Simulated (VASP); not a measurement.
# B (Fm-3m) in VASP: a series of runs

Runs on B. Level: PBE. Tasks: single point.

Everything below comes from runs of VASP 6.6.1. Logs are shortened: lines on timing, memory, paths and dates and some standing lists are left out, and cuts for length are marked.

## 1. The cell of the first run

The structure is cubic, space group Fm-3m (No. 225). Conventional cell: a = 2.417 Å, b = 2.417 Å, c = 2.417 Å, α = 90.00°, β = 90.00°, γ = 90.00°. B (site symmetry m-3m) has 12 B at 1.71 Å within 2.3 Å.

## 2. Single point, PBE (volume scaled by 0.6)

File INCAR:

```
SYSTEM = B
PREC = Accurate ; ENCUT = 520
EDIFF = 1E-7 ; ISMEAR = -1
SIGMA = 0.05 ; LREAL = .FALSE.
LASPH = .TRUE. ; NELM = 80
ALGO = Normal ; ISIF = 2
LWAVE = .FALSE. ; LCHARG = .FALSE.
GGA = PE ; NBANDS = 8
```

File KPOINTS:

```
regular mesh
0
G
  24 24 24
  0 0 0
```

File POSCAR:

```
B
1.0
    0.0000000000      1.2086945675      1.2086945675
    1.2086945675      0.0000000000      1.2086945675
    1.2086945675      1.2086945675      0.0000000000
B
1
Direct
    0.0000000000      0.0000000000      0.0000000000
```

Potentials or basis: VASP PAW PBE potentials, release 64 (B).

Command:

```bash
cat potpaw_PBE.64/B/POTCAR > POTCAR
mpirun -np 1 vasp_std > vasp.out
```

OUTCAR:

```text
SYSTEM = B
   PREC = Accurate
   ENCUT = 520
   EDIFF = 1E-7
   ISMEAR = -1
   LREAL = .FALSE.
   LASPH = .TRUE.
   NELM = 80
   ISIF = 2
   GGA = PE

 ion  position               nearest neighbor table
   1  0.000  0.000  0.000-

  LATTYP: Found a face centered cubic cell.
 ALAT       =     2.4173891350

  Lattice vectors:

 A1 = (   0.0000000000,   1.2086945675,   1.2086945675)
 A2 = (   1.2086945675,   0.0000000000,   1.2086945675)
 A3 = (   1.2086945675,   1.2086945675,   0.0000000000)

Analysis of symmetry for initial positions (statically):
=====================================================================
 Subroutine PRICEL returns:
 Original cell was already a primitive cell.

 Routine SETGRP: Setting up the symmetry group for a
 face centered cubic supercell.

 Subroutine GETGRP returns: Found 48 space group operations
 (whereof 48 operations were pure point group operations)
 out of a pool of 48 trial point group operations.

The static configuration has the point symmetry O_h .

Analysis of symmetry for dynamics (positions and initial velocities):
=====================================================================
 Subroutine PRICEL returns:
 Original cell was already a primitive cell.

 Routine SETGRP: Setting up the symmetry group for a
 face centered cubic supercell.

 Subroutine GETGRP returns: Found 48 space group operations
 (whereof 48 operations were pure point group operations)
 out of a pool of 48 trial point group operations.

The dynamic configuration has the point symmetry O_h .

 Subroutine INISYM returns: Found 48 space group operations
 (whereof 48 operations are pure point group operations),
 and found     1 'primitive' translations

----------------------------------------------------------------------------------------

                                     Primitive cell

  volume of cell :       3.5317

  direct lattice vectors                    reciprocal lattice vectors
     0.000000000  1.208694568  1.208694568    -0.413669436  0.413669436  0.413669436
     1.208694568  0.000000000  1.208694568     0.413669436 -0.413669436  0.413669436
     1.208694568  1.208694568  0.000000000     0.413669436  0.413669436 -0.413669436

  length of vectors
     1.709352250  1.709352250  1.709352250     0.716496481  0.716496481  0.716496481

  position of ions in fractional coordinates (direct lattice)
     0.000000000  0.000000000  0.000000000

  ion indices of the primitive-cell ions
   primitive index   ion index
                 1           1

[... 65 lines left out ...]
   ISPIN  =      1    spin polarized calculation?
   LNONCOLLINEAR =      F non collinear calculations
   LSORBIT =      F    spin-orbit coupling
   LASPH  =      T    aspherical Exc in radial PAW
   ENCUT  =  520.0 eV  38.22 Ry    6.18 a.u.   3.18  3.18  3.18*2*pi/ulx,y,z
   NELM   =     80;   NELMIN=  2; NELMDL= -5     # of ELM steps
   EDIFF  = 0.1E-06   stopping-criterion for ELM
   LREAL  =      F    real-space projection
   EDIFFG = 0.1E-05   stopping-criterion for IOM
   NSW    =      0    number of steps for IOM
   IBRION =     -1    ionic relax: 0-MD 1-quasi-New 2-CG
   NFREE  =      0    steps in history (QN), initial steepest desc. (CG)
   ISIF   =      2    stress and relaxation
   ISYM   =      2    0-nonsym 1-usesym 2-fastsym
   POTIM  = 0.5000    time-step for ionic-motion
   TEBEG  =    0.0;   TEEND  =   0.0 temperature during run
   PSTRESS=    0.0 pullay stress
   NELECT =       3.0000    total number of electrons
   NUPDOWN=      -1.0000    fix difference up-down
   EMIN   =  10.00;   EMAX   =-10.00  energy-range for DOS
   EFERMI =   0.00;   METHOD = LEGACY
   ISMEAR =    -1;   SIGMA  =   0.05  broadening in eV -4-tet -1-fermi 0-gaus
   EFERMI_NEDOS =   21; number of points for ismear=-14 and -15
   IALGO  =     38    algorithm
   IMIX   =      4    mixing-type and parameters
     AMIX     =   0.40;   BMIX     =  1.00
     AMIX_MAG =   1.60;   BMIX_MAG =  1.00
  volume/ion in A,a.u.               =       3.53        23.83
  Fermi-wavevector in a.u.,A,eV,Ry     =   1.550441  2.929909 32.706616  2.403868
  Thomas-Fermi vector in A             =   2.655104
   LORBIT       =      0    0 simple, 1 ext, 2 COOP (PROOUT), +10 PAW based schemes
   GGA     = PE    functional components
[... 5 lines left out ...]
 non-spin polarized calculation
  energy-cutoff  :      520.00
  volume of cell :        3.53
 maximum number of plane-waves:       113
 NGX is ok and might be reduce to    14
   NGX =  7   NGY =  7   NGZ =  7

 number of electron       3.0000000 magnetization

 Free energy of the ion-electron system (eV)
  ---------------------------------------------------
  ext. energy  EPLUGINS =         0.00000000
  ---------------------------------------------------
  free energy    TOTEN  =        -3.62098542 eV

  energy without entropy =       -3.61979316  energy(sigma->0) =       -3.62038929

 E-fermi :  17.9007     XC(G=0): -15.3219

 val. band max:       17.8844789086   @ k =  -0.2917   0.4583   0.2083
 cond. band min:      17.9044430704   @ k =  -0.4583   0.3750   0.0417
 fundamental gap:      0.0199641617
 Fermi energy:        17.9006776279

 k-point     1 :       0.0000    0.0000    0.0000
  band No.  band energies     occupation
      1      -8.1159      2.00000
      2      43.0010      0.00000
      3      43.0010      0.00000
      4      43.0010      0.00000
      5      61.7423      0.00000
      6      61.7423      0.00000
      7      61.7423      0.00000
      8      65.8357      0.00000
[... 243 lines left out ...]
 k-point    24 :       0.4583    0.0417    0.0000
  band No.  band energies     occupation
      1       1.7376      2.00000
      2      13.3367      2.00000
      3      37.6663      0.00000
      4      38.3366      0.00000
      5      54.5333      0.00000
      6      58.1248      0.00000
      7      62.9612      0.00000
      8      69.1778      0.00000

 [... further k-points ...]
[... 5 lines left out ...]
  --------------------------------------------------------------------------------------
  -------------------------------------------------------------------------------------
  Total        7.6493151      7.6493151      7.6493151      0.0000000      0.0000000     -0.0000000
  in kB     3470.1913931   3470.1913931   3470.1913931      0.0000000      0.0000000     -0.0000000
  external PRESSURE =    3470.1913931 kB  Pullay stress =       0.0000000 kB

 VOLUME and BASIS-vectors are now :
 -----------------------------------------------------------------------------
  energy-cutoff  :      520.00
  volume of cell :        3.53
      direct lattice vectors                 reciprocal lattice vectors
     0.000000000  1.208694568  1.208694568    -0.413669436  0.413669436  0.413669436
     1.208694568  0.000000000  1.208694568     0.413669436 -0.413669436  0.413669436
     1.208694568  1.208694568  0.000000000     0.413669436  0.413669436 -0.413669436

 POSITION                                       TOTAL-FORCE (eV/Angst)
 -----------------------------------------------------------------------------------
      0.00000      0.00000      0.00000         0.000000      0.000000      0.000000
 -----------------------------------------------------------------------------------
    total drift:                               -0.000000     -0.000000     -0.000000

  FREE ENERGIE OF THE ION-ELECTRON SYSTEM (eV)
  ---------------------------------------------------
  free  energy   TOTEN  =        -3.6209854209 eV

  energy  without entropy=       -3.6197931577  energy(sigma->0) =       -3.62038929
```

OSZICAR:

```text
N       E                     dE             d eps       ncg     rms          rms(c)
DAV:   1    -0.173271414043E+01   -0.17327E+01   -0.18371E+03  7792   0.314E+02
DAV:   2    -0.368504108384E+01   -0.19523E+01   -0.19109E+01  8472   0.378E+01
DAV:   3    -0.368577246913E+01   -0.73139E-03   -0.73136E-03  7552   0.778E-01
DAV:   4    -0.368577247900E+01   -0.98704E-08   -0.92328E-08  9080   0.241E-03
DAV:   5    -0.368577247820E+01    0.80085E-09   -0.24739E-12  7584   0.724E-06    0.361E+00
DAV:   6    -0.364042101778E+01    0.45351E-01   -0.33946E-03  7328   0.480E-01    0.221E+00
DAV:   7    -0.362099269211E+01    0.19428E-01   -0.36173E-03  7808   0.494E-01    0.648E-02
DAV:   8    -0.362098722742E+01    0.54647E-05   -0.57827E-06  6880   0.239E-02    0.177E-02
DAV:   9    -0.362098542704E+01    0.18004E-05   -0.15536E-06  7760   0.102E-02    0.151E-03
DAV:  10    -0.362098542087E+01    0.61730E-08   -0.20029E-09  4456   0.458E-04
   1 F= -.36209854E+01 E0= -.36203893E+01  d E =-.119226E-02
```

stdout:

```text
POSCAR found type information on POSCAR B
 POSCAR found :  1 types and       1 ions
 scaLAPACK will be used
 LDA part: xc-table for (Slater+PW92), standard interpolation
 POSCAR, INCAR and KPOINTS ok, starting setup
 FFT: planning ... GRIDC
 FFT: planning ... GRID_SOFT
 FFT: planning ... GRID
 WAVECAR not read
 entering main loop
```

It took 8.7 s on 1 thread of AMD EPYC 7R43 (Zen 3), shared host; peak memory 0.07 GiB.

What came out:

* Free energy: -3.6210 eV
* Pressure: 347.0 GPa

Levels at points of the mesh, in eV from the Fermi level:
```tsv
k point	band 1	band 2	band 3	band 4	band 5	band 6
(0.00, 0.00, 0.00)	-26.02	25.10	25.10	25.10	43.84	43.84
(0.50, 0.00, 0.00)	-15.38	-5.87	20.34	20.34	39.00	39.00
(0.50, 0.50, 0.00)	-11.07	0.73	9.11	9.11	20.11	32.79
```

## 3. Single point, PBE (volume scaled by 0.68)

File INCAR:

```
SYSTEM = B
  PREC = Accurate
  ENCUT = 520
  EDIFF = 1E-6
  ISMEAR = -1
  SIGMA = 0.05
  LREAL = .FALSE.
  LASPH = .TRUE.
  NELM = 100
  ALGO = Normal
  ISIF = 2
  LWAVE = .FALSE.
  LCHARG = .FALSE.
  GGA = PE
  NBANDS = 8
```

KPOINTS is that of step 2.

File POSCAR:

```
B
1.0
    0.0000000000      1.2601893092      1.2601893092
    1.2601893092      0.0000000000      1.2601893092
    1.2601893092      1.2601893092      0.0000000000
B
1
Direct
    0.0000000000      0.0000000000      0.0000000000
```

Potentials or basis: VASP PAW PBE potentials, release 64 (B).

Command:

```bash
cat potpaw_PBE.64/B/POTCAR > POTCAR
mpirun -np 1 vasp_std > vasp.out
```

OUTCAR:

```text
SYSTEM = B
   PREC = Accurate
   ENCUT = 520
   EDIFF = 1E-6
   ISMEAR = -1
   LREAL = .FALSE.
   LASPH = .TRUE.
   NELM = 100
   ISIF = 2
   GGA = PE

 ion  position               nearest neighbor table
   1  0.000  0.000  0.000-

  LATTYP: Found a face centered cubic cell.
 ALAT       =     2.5203786184

  Lattice vectors:

 A1 = (   0.0000000000,   1.2601893092,   1.2601893092)
 A2 = (   1.2601893092,   0.0000000000,   1.2601893092)
 A3 = (   1.2601893092,   1.2601893092,   0.0000000000)

[... 433 lines left out ...]
  band No.  band energies     occupation
      1       1.1939      2.00000
      2      11.3350      2.00000
      3      33.6951      0.00000
      4      34.2524      0.00000
      5      50.0458      0.00000
      6      53.2553      0.00000
      7      57.8355      0.00000
      8      62.2533      0.00000

 [... further k-points ...]
[... 5 lines left out ...]
  --------------------------------------------------------------------------------------
  -------------------------------------------------------------------------------------
  Total        5.2682922      5.2682922      5.2682922     -0.0000000     -0.0000000      0.0000000
  in kB     2108.8372512   2108.8372512   2108.8372512     -0.0000000     -0.0000000      0.0000000
  external PRESSURE =    2108.8372512 kB  Pullay stress =       0.0000000 kB

 VOLUME and BASIS-vectors are now :
 -----------------------------------------------------------------------------
  energy-cutoff  :      520.00
  volume of cell :        4.00
      direct lattice vectors                 reciprocal lattice vectors
     0.000000000  1.260189309  1.260189309    -0.396765785  0.396765785  0.396765785
     1.260189309  0.000000000  1.260189309     0.396765785 -0.396765785  0.396765785
     1.260189309  1.260189309  0.000000000     0.396765785  0.396765785 -0.396765785

 POSITION                                       TOTAL-FORCE (eV/Angst)
 -----------------------------------------------------------------------------------
      0.00000      0.00000      0.00000         0.000000      0.000000      0.000000
 -----------------------------------------------------------------------------------
    total drift:                                0.000000     -0.000000     -0.000000

  FREE ENERGIE OF THE ION-ELECTRON SYSTEM (eV)
  ---------------------------------------------------
  free  energy   TOTEN  =        -4.4261310449 eV

  energy  without entropy=       -4.4245657455  energy(sigma->0) =       -4.42534840
```

Run time: 8.9 s. Hardware: 1 thread of AMD EPYC 7R43 (Zen 3), shared host; peak memory 0.08 GiB.

What came out:

```
Free energy : -4.4261 eV
Pressure    : 210.9 GPa
```

Levels at points of the mesh, in eV from the Fermi level:
```csv
k point,band 1,band 2,band 3,band 4
"(0.00, 0.00, 0.00)",-24.29,22.47,22.47,22.47
"(0.50, 0.00, 0.00)",-13.97,-5.94,18.22,18.22
"(0.50, 0.50, 0.00)",-10.08,0.43,8.19,8.19
```

## 4. Single point, PBE (volume scaled by 0.76)

File INCAR:

```
SYSTEM = B
ALGO = Normal ; EDIFF = 1E-6
ENCUT = 520 ; GGA = PE
ISIF = 2 ; ISMEAR = -1
LASPH = .True. ; LCHARG = .False.
LREAL = .False. ; LWAVE = .False.
NBANDS = 8 ; NELM = 100
PREC = Accurate ; SIGMA = 0.05
```

File KPOINTS:

```
k-points
0
Gamma
  24 24 24
  0 0 0
```

File POSCAR:

```
B
1.0
    0.0000000000      1.3077880083      1.3077880083
    1.3077880083      0.0000000000      1.3077880083
    1.3077880083      1.3077880083      0.0000000000
B
1
Direct
    0.0000000000      0.0000000000      0.0000000000
```

Command:

```bash
cat potpaw_PBE.64/B/POTCAR > POTCAR
mpirun -np 1 vasp_std > vasp.out
```

It took 8.2 s on 1 thread of AMD EPYC 7R43 (Zen 3), shared host; peak memory 0.08 GiB.

The run converged. Its results:

```yaml
Free_energy: -4.9089 eV
Pressure: 123.4 GPa
```

Levels at points of the mesh, in eV from the Fermi level:
| k point | band 1 | band 2 | band 3 | band 4 | band 5 |
| --- | --- | --- | --- | --- | --- |
| (0.00, 0.00, 0.00) | -22.74 | 20.40 | 20.40 | 20.40 | 38.01 |
| (0.50, 0.00, 0.00) | -12.73 | -5.89 | 16.56 | 16.56 | 33.99 |
| (0.50, 0.50, 0.00) | -9.18 | 0.24 | 7.52 | 7.52 | 17.97 |

## 5. Single point, PBE (volume scaled by 0.84)

File INCAR:

```
PREC = Accurate
ENCUT = 520
EDIFF = 1E-7
ISMEAR = -1
SIGMA = 0.05
LREAL = False
LASPH = True
NELM = 100
ALGO = Normal
ISIF = 2
LWAVE = False
LCHARG = False
GGA = PE
NBANDS = 8
```

File KPOINTS:

```
regular mesh
0
Gamma
  24 24 24
```

File POSCAR:

```
B
1.0
    0.0000000000      1.3521532470      1.3521532470
    1.3521532470      0.0000000000      1.3521532470
    1.3521532470      1.3521532470      0.0000000000
B
1
Direct
    0.0000000000      0.0000000000      0.0000000000
```

Command:

```bash
cat potpaw_PBE.64/B/POTCAR > POTCAR
mpirun -np 1 vasp_std > vasp.out
```

Run time: 8.9 s. Hardware: 1 thread of AMD EPYC 7R43 (Zen 3), shared host; peak memory 0.08 GiB.

It converged, with:

```
Free energy : -5.1812 eV
Pressure    : 65.4 GPa
```

Levels at points of the mesh, in eV from the Fermi level:
| k point | band 1 | band 2 | band 3 | band 4 |
| --- | --- | --- | --- | --- |
| (0.00, 0.00, 0.00) | -21.39 | 18.69 | 18.69 | 18.69 |
| (0.50, 0.00, 0.00) | -11.67 | -5.80 | 15.20 | 15.20 |
| (0.50, 0.50, 0.00) | -8.42 | 0.07 | 6.98 | 6.98 |

## 6. Single point, PBE (volume scaled by 0.84)

File INCAR:

```
SYSTEM = B
PREC = Accurate
ENCUT = 520
EDIFF = 1E-7
ISMEAR = -1
SIGMA = 0.05
LREAL = .FALSE.
LASPH = .TRUE.
NELM = 100
ALGO = Normal
ISIF = 2
LWAVE = .FALSE.
LCHARG = .FALSE.
GGA = PE
NBANDS = 8
```

File KPOINTS:

```
Automatic mesh
0
G
  24 24 24
  0 0 0
```

POSCAR is that of step 5.

Potentials or basis: VASP PAW PBE potentials, release 64 (B).

Command:

```bash
cat potpaw_PBE.64/B/POTCAR > POTCAR
mpirun -np 1 vasp_std > vasp.out
```

Run time: 9.2 s. Hardware: 1 thread of AMD EPYC 7R43 (Zen 3), shared host; peak memory 0.08 GiB.

It converged, with:

| Property | Result |
| --- | --- |
| Free energy | -5.1812 eV |
| Pressure | 65.4 GPa |

Levels at points of the mesh, in eV from the Fermi level:
```csv
k point,band 1,band 2,band 3,band 4,band 5
"(0.00, 0.00, 0.00)",-21.39,18.69,18.69,18.69,35.88
"(0.50, 0.00, 0.00)",-11.67,-5.80,15.20,15.20,32.17
"(0.50, 0.50, 0.00)",-8.42,0.07,6.98,6.98,17.22
```

## 7. Summary

```tsv
cell	gap on the mesh (eV)	pressure (GPa)
a = 1.709 Å, angles 60.0°, 1 atom	none	347.0
a = 1.782 Å, angles 60.0°, 1 atom	none	210.9
a = 1.849 Å, angles 60.0°, 1 atom	none	123.4
a = 1.912 Å, angles 60.0°, 1 atom	none	65.4
```

Alike in all rows: task single point; level PBE; potentials or basis VASP PAW PBE potentials, release 64 (B); no spin polarisation; k mesh 24 × 24 × 24; cutoff (eV) 520; smearing fermi-dirac 0.05 eV.

Total energies depend on the potentials used, so only differences within one code and one set of settings carry meaning.
